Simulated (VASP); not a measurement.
# MgO (I4/mmm) in VASP: further runs, part 3 of 3

VASP 6.6.1. Earlier steps stand in the parts before.

## 4. Single point, r2SCAN (strain +0.0525 x Voigt [0, 0, 1, 0, 0, 0])

File POSCAR:

```
MgO
1.0
    0.0000000000      2.1021086852      2.2124693912
    2.1021086852      0.0000000000      2.2124693912
    2.1021086852      2.1021086852      0.0000000000
Mg O
1 1
Direct
    0.0000000000      0.0000000000      0.0000000000
    0.5000000000      0.5000000000      0.5000000000
```

File INCAR.step1:

```
  PREC = Accurate
  ENCUT = 920
  ISMEAR = 0
  SIGMA = 0.05
  LREAL = F
  LASPH = T
  NELM = 120
  NBANDS = 15
  GGA = PE
  ALGO = Normal
  EDIFF = 1E-5
  LWAVE = T
  LCHARG = F
  GGA_COMPAT = F
```

File INCAR.step2:

```
  PREC = Accurate
  ENCUT = 920
  EDIFF = 1E-6
  ISMEAR = 0
  SIGMA = 0.05
  LREAL = F
  LASPH = T
  NELM = 120
  ALGO = Normal
  ISIF = 2
  LWAVE = F
  LCHARG = F
  METAGGA = R2SCAN
  LMIXTAU = T
  NBANDS = 15
  ISTART = 1
  GGA_COMPAT = F
```

File KPOINTS:

```
Automatic mesh
0
Gamma
  10 10 10
```

Potentials or basis: VASP PAW PBE potentials, release 64 (Mg_sv, O).

The run is started by

```bash
> cat potpaw_PBE.64/Mg_sv/POTCAR potpaw_PBE.64/O/POTCAR > POTCAR
> cp INCAR.step1 INCAR
> mpirun -np 1 vasp_std > vasp.out
> cp INCAR.step2 INCAR
> mpirun -np 1 vasp_std > vasp.out
```

OUTCAR:

```text
PREC = Accurate
   ENCUT = 920
   EDIFF = 1E-6
   ISMEAR = 0
   LREAL = F
   LASPH = T
   NELM = 120
   ISIF = 2
   METAGGA = R2SCAN
   ISTART = 1

 ion  position               nearest neighbor table
   1  0.000  0.000  0.000-   2 2.10   2 2.10   2 2.10   2 2.10
   2  0.500  0.500  0.500-   1 2.10   1 2.10   1 2.10   1 2.10

  LATTYP: Found a body centered tetragonal cell.
 ALAT       =     2.9728306122
 C/A-ratio  =     1.4884597744

  Lattice vectors:

 A1 = (  -2.1021086852,   0.0000000000,   2.2124693912)
 A2 = (   2.1021086852,   0.0000000000,   2.2124693912)
 A3 = (   0.0000000000,   2.1021086852,  -2.2124693912)

Analysis of symmetry for initial positions (statically):
=====================================================================
 Subroutine PRICEL returns:
 Original cell was already a primitive cell.

 Routine SETGRP: Setting up the symmetry group for a
 body centered tetragonal supercell.

 Subroutine GETGRP returns: Found 16 space group operations
 (whereof 16 operations were pure point group operations)
 out of a pool of 16 trial point group operations.

The static configuration has the point symmetry D_4h.

Analysis of symmetry for dynamics (positions and initial velocities):
=====================================================================
 Subroutine PRICEL returns:
 Original cell was already a primitive cell.

 Routine SETGRP: Setting up the symmetry group for a
 body centered tetragonal supercell.

 Subroutine GETGRP returns: Found 16 space group operations
 (whereof 16 operations were pure point group operations)
 out of a pool of 16 trial point group operations.

The dynamic configuration has the point symmetry D_4h.

 Subroutine INISYM returns: Found 16 space group operations
 (whereof 16 operations are pure point group operations),
 and found     1 'primitive' translations

----------------------------------------------------------------------------------------

                                     Primitive cell

  volume of cell :      19.5532

  direct lattice vectors                    reciprocal lattice vectors
     0.000000000  2.102108685  2.212469391    -0.237856398  0.237856398  0.225991827
     2.102108685  0.000000000  2.212469391     0.237856398 -0.237856398  0.225991827
     2.102108685  2.102108685  0.000000000     0.237856398  0.237856398 -0.225991827

  length of vectors
     3.051865287  3.051865287  2.972830612     0.405245158  0.405245158  0.405245158

  position of ions in fractional coordinates (direct lattice)
     0.000000000  0.000000000  0.000000000
     0.500000000  0.500000000  0.500000000

  ion indices of the primitive-cell ions
   primitive index   ion index
                 1           1
                 2           2

----------------------------------------------------------------------------------------

 KPOINTS: Automatic mesh

Automatic generation of k-mesh.
 Grid dimensions read from file:
 generate k-points for:   10   10   10

 Generating k-lattice:

  Cartesian coordinates                     Fractional coordinates (reciprocal lattice)
    -0.023785640  0.023785640  0.022599183     0.100000000  0.000000000  0.000000000
     0.023785640 -0.023785640  0.022599183     0.000000000  0.100000000  0.000000000
     0.023785640  0.023785640 -0.022599183     0.000000000  0.000000000  0.100000000

  Length of vectors
     0.040524516  0.040524516  0.040524516

  Shift w.r.t. Gamma in fractional coordinates (k-lattice)
     0.000000000  0.000000000  0.000000000

 Subroutine IBZKPT returns following result:
 ===========================================

 Found    102 irreducible k-points:

 Following reciprocal coordinates:
            Coordinates               Weight
  0.000000  0.000000  0.000000      1.000000
  0.100000  0.000000  0.000000      8.000000
  0.200000  0.000000  0.000000      8.000000
  0.300000  0.000000  0.000000      8.000000
  0.400000  0.000000  0.000000      8.000000
  0.500000  0.000000  0.000000      4.000000
[... 16 lines left out ...]
  0.300000  0.300000  0.000000      2.000000
  0.400000  0.300000  0.000000      8.000000
 [... further k-points ...]
   k-points           NKPTS =    102   k-points in BZ     NKDIM =    102   number of bands    NBANDS=     15
   number of dos      NEDOS =    301   number of ions     NIONS =      2
   total plane-waves  NPLWV =  27000
   dimension x,y,z NGX =    30 NGY =   30 NGZ =   30
   dimension x,y,z NGXF=    60 NGYF=   60 NGZF=   60
   ions per type =               1   1
   NGX,Y,Z   is equivalent  to a cutoff of  16.34, 16.34, 16.78 a.u.
   NGXF,Y,Z  is equivalent  to a cutoff of  32.68, 32.68, 33.55 a.u.
 SYSTEM =  unknown system
   PREC   = accura    normal or accurate (medium, high low for compatibility)
   ISTART =      1    job   : 0-new  1-cont  2-samecut
   ICHARG =      0    charge: 1-file 2-atom 10-const
   ISPIN  =      1    spin polarized calculation?
   LNONCOLLINEAR =      F non collinear calculations
   LSORBIT =      F    spin-orbit coupling
   LASPH  =      T    aspherical Exc in radial PAW
   ENCUT  =  920.0 eV  67.62 Ry    8.22 a.u.   7.55  7.55  7.35*2*pi/ulx,y,z
   NELM   =    120;   NELMIN=  2; NELMDL=  0     # of ELM steps
   EDIFF  = 0.1E-05   stopping-criterion for ELM
   LREAL  =      F    real-space projection
   EDIFFG = 0.1E-04   stopping-criterion for IOM
   NSW    =      0    number of steps for IOM
   IBRION =     -1    ionic relax: 0-MD 1-quasi-New 2-CG
   NFREE  =      0    steps in history (QN), initial steepest desc. (CG)
   ISIF   =      2    stress and relaxation
   ISYM   =      2    0-nonsym 1-usesym 2-fastsym
   POTIM  = 0.5000    time-step for ionic-motion
   TEBEG  =    0.0;   TEEND  =   0.0 temperature during run
   PSTRESS=    0.0 pullay stress
   NELECT =      16.0000    total number of electrons
   NUPDOWN=      -1.0000    fix difference up-down
   EMIN   =  10.00;   EMAX   =-10.00  energy-range for DOS
   EFERMI =   0.00;   METHOD = LEGACY
   ISMEAR =     0;   SIGMA  =   0.05  broadening in eV -4-tet -1-fermi 0-gaus
   EFERMI_NEDOS =   21; number of points for ismear=-14 and -15
   IALGO  =     38    algorithm
   IMIX   =      4    mixing-type and parameters
     AMIX     =   0.40;   BMIX     =  1.00
     AMIX_MAG =   1.60;   BMIX_MAG =  1.00
  volume/ion in A,a.u.               =       9.78        65.98
  Fermi-wavevector in a.u.,A,eV,Ry     =   1.531237  2.893618 31.901382  2.344685
  Thomas-Fermi vector in A             =   2.638609
   LORBIT       =      0    0 simple, 1 ext, 2 COOP (PROOUT), +10 PAW based schemes
   METAGGA = R2SCAN    functional components
   LHFCALC =     F    Hartree Fock is set to
   AEXX    =    0.0000 exact exchange contribution
   IVDW    =     0    specifies the selected vdW correction
   LEPSILON=     F    determine dielectric tensor
   LRPA    =     F    only Hartree local field effects (RPA)
 non-spin polarized calculation
 Gauss-broadening in eV      SIGMA  =   0.05
  energy-cutoff  :      920.00
  volume of cell :       19.55
 maximum number of plane-waves:      1267
   NGX = 15   NGY = 15   NGZ = 15

 number of electron      15.9999991 magnetization

 Free energy of the ion-electron system (eV)
  ---------------------------------------------------
  ext. energy  EPLUGINS =         0.00000000
  ---------------------------------------------------
  free energy    TOTEN  =       -16.11904497 eV

  energy without entropy =      -16.11904497  energy(sigma->0) =      -16.11904497

 E-fermi :   2.7326     XC(G=0): -11.7863

 val. band max:        2.2546820843   @ k =   0.0000   0.0000   0.0000
 cond. band min:       7.3728238511   @ k =   0.0000   0.0000   0.0000
 fundamental gap:      5.1181417668
 Fermi energy:         2.7325775669

 k-point     1 :       0.0000    0.0000    0.0000
  band No.  band energies     occupation
      1     -72.9399      2.00000
      2     -38.0541      2.00000
      3     -38.0179      2.00000
      4     -38.0179      2.00000
      5     -15.7775      2.00000
      6       2.1530      2.00000
      7       2.1530      2.00000
      8       2.2547      2.00000
      9       7.3728      0.00000
     10      18.4568      0.00000
     11      18.9905      0.00000
     12      18.9905      0.00000
     13      22.7903      0.00000
     14      23.7621      0.00000
     15      25.3971      0.00000
[... 397 lines left out ...]
 k-point    24 :       0.4000    0.3000    0.0000
  band No.  band energies     occupation
      1     -72.9337      2.00000
      2     -38.0989      2.00000
      3     -38.0367      2.00000
      4     -38.0325      2.00000
      5     -14.7443      2.00000
      6      -1.2415      2.00000
      7       1.0116      2.00000
      8       1.2505      2.00000
      9      12.3816      0.00000
     10      13.4744      0.00000
     11      16.1105      0.00000
     12      21.5254      0.00000
     13      21.6342      0.00000
     14      28.3913      0.00000
     15      29.3518      0.00000

 [... further k-points ...]
[... 5 lines left out ...]
  --------------------------------------------------------------------------------------
  -------------------------------------------------------------------------------------
  Total       -0.4755113     -0.4755113     -1.3959446      0.0000000      0.0000000     -0.0000000
  in kB      -38.9631268    -38.9631268   -114.3829189      0.0000000      0.0000000     -0.0000000
  external PRESSURE =     -64.1030575 kB  Pullay stress =       0.0000000 kB

 VOLUME and BASIS-vectors are now :
 -----------------------------------------------------------------------------
  energy-cutoff  :      920.00
  volume of cell :       19.55
      direct lattice vectors                 reciprocal lattice vectors
     0.000000000  2.102108685  2.212469391    -0.237856398  0.237856398  0.225991827
     2.102108685  0.000000000  2.212469391     0.237856398 -0.237856398  0.225991827
     2.102108685  2.102108685  0.000000000     0.237856398  0.237856398 -0.225991827

 POSITION                                       TOTAL-FORCE (eV/Angst)
 -----------------------------------------------------------------------------------
      0.00000      0.00000      0.00000        -0.000000     -0.000000      0.000000
      2.10211      2.10211      2.21247         0.000000      0.000000     -0.000000
 -----------------------------------------------------------------------------------
    total drift:                                0.000000      0.000000      0.000000

  FREE ENERGIE OF THE ION-ELECTRON SYSTEM (eV)
  ---------------------------------------------------
  free  energy   TOTEN  =       -16.1190449710 eV

  energy  without entropy=      -16.1190449710  energy(sigma->0) =      -16.11904497
```

Wall time 2.4 min (1 thread of AMD EPYC 9R45 (Zen 5), shared host); peak memory 0.18 GiB.

Results:

```
Free energy            : -16.1190 eV
Pressure               : -6.4 GPa
Band gap on the k mesh : 5.12 eV
```

Caveat: the cell differs from its parent crystal (strain +0.0525 x Voigt [0, 0, 1, 0, 0, 0]); the stress differs along the axes, from -11 to -4 GPa; the PAW data sets were made with another functional, which shifts forces and pressure a little.

## 5. Single point, r2SCAN (strain +0.0150 x Voigt [0, 0, 1, 0, 0, 0])

File POSCAR:

```
MgO
1.0
    0.0000000000      2.1021086852      2.1336403155
    2.1021086852      0.0000000000      2.1336403155
    2.1021086852      2.1021086852      0.0000000000
Mg O
1 1
Direct
    0.0000000000      0.0000000000      0.0000000000
    0.5000000000      0.5000000000      0.5000000000
```

File INCAR.step1:

```
PREC = Accurate
ENCUT = 920
ISMEAR = 0
SIGMA = 0.05
LREAL = False
LASPH = True
NELM = 120
NBANDS = 15
GGA = PE
ALGO = Normal
EDIFF = 1E-5
LWAVE = True
LCHARG = False
GGA_COMPAT = False
```

File INCAR.step2:

```
PREC = Accurate
ENCUT = 920
EDIFF = 1E-6
ISMEAR = 0
SIGMA = 0.05
LREAL = False
LASPH = True
NELM = 120
ALGO = Normal
ISIF = 2
LWAVE = False
LCHARG = False
METAGGA = R2SCAN
LMIXTAU = True
NBANDS = 15
ISTART = 1
GGA_COMPAT = False
```

KPOINTS is that of step 4.

The run is started by

```bash
> cat potpaw_PBE.64/Mg_sv/POTCAR potpaw_PBE.64/O/POTCAR > POTCAR
> cp INCAR.step1 INCAR
> mpirun -np 1 vasp_std > vasp.out
> cp INCAR.step2 INCAR
> mpirun -np 1 vasp_std > vasp.out
```

Wall time 4 min (1 thread of AMD EPYC 7R43 (Zen 3), shared host); peak memory 0.18 GiB.

It converged, with:

```
Free energy            : -16.1522 eV
Pressure               : -1.8 GPa
Band gap on the k mesh : 5.53 eV
```

Stress tensor (GPa, compression positive):
```
-0.83  0.00  0.00
 0.00 -0.83  0.00
 0.00  0.00 -3.71
```

Levels at points of the mesh, in eV from the valence-band top:
| k point | band 6 | band 7 | band 8 | band 9 | band 10 | band 11 |
| --- | --- | --- | --- | --- | --- | --- |
| (0.00, 0.00, 0.00) | -0.03 | -0.03 | 0.00 | 5.53 | 16.68 | 16.84 |
| (0.50, 0.00, 0.00) | -4.58 | -0.70 | -0.67 | 8.75 | 13.71 | 17.23 |
| (0.50, 0.50, 0.00) | -4.09 | -1.33 | -1.33 | 10.12 | 11.05 | 14.06 |
| (0.50, 0.00, 0.50) | -4.04 | -1.44 | -1.35 | 9.96 | 11.02 | 14.26 |

Caveat: the cell differs from its parent crystal (strain +0.0150 x Voigt [0, 0, 1, 0, 0, 0]); the PAW data sets were made with another functional, which shifts forces and pressure a little.

## 6. Summary

```csv
cell,gap on the mesh (eV),pressure (GPa)
"a = 2.929, b = 2.929, c = 2.973 Å, angles 59.5, 59.5, 61.0°, 2 atoms",5.99,6.3
"a = 3.063, b = 3.063, c = 2.973 Å, angles 61.0, 61.0, 58.1°, 2 atoms",5.04,-7.2
"a = 3.052, b = 3.052, c = 2.973 Å, angles 60.9, 60.9, 58.3°, 2 atoms",5.12,-6.4
"a = 2.995, b = 2.995, c = 2.973 Å, angles 60.2, 60.2, 59.5°, 2 atoms",5.53,-1.8
```

Alike in all rows: task single point; level r2SCAN; potentials or basis VASP PAW PBE potentials, release 64 (Mg_sv, O); no spin polarisation; k mesh 10 × 10 × 10; cutoff (eV) 920; smearing gaussian 0.05 eV.

Caveats: the PAW data sets were made with another functional, which shifts forces and pressure a little; the stress differs along the axes, from 3 to 12 GPa (at least some runs); the stress differs along the axes, from -13 to -4 GPa (at least some runs); the stress differs along the axes, from -11 to -4 GPa (at least some runs).

Total energies depend on the potentials used, so only differences within one code and one set of settings carry meaning.
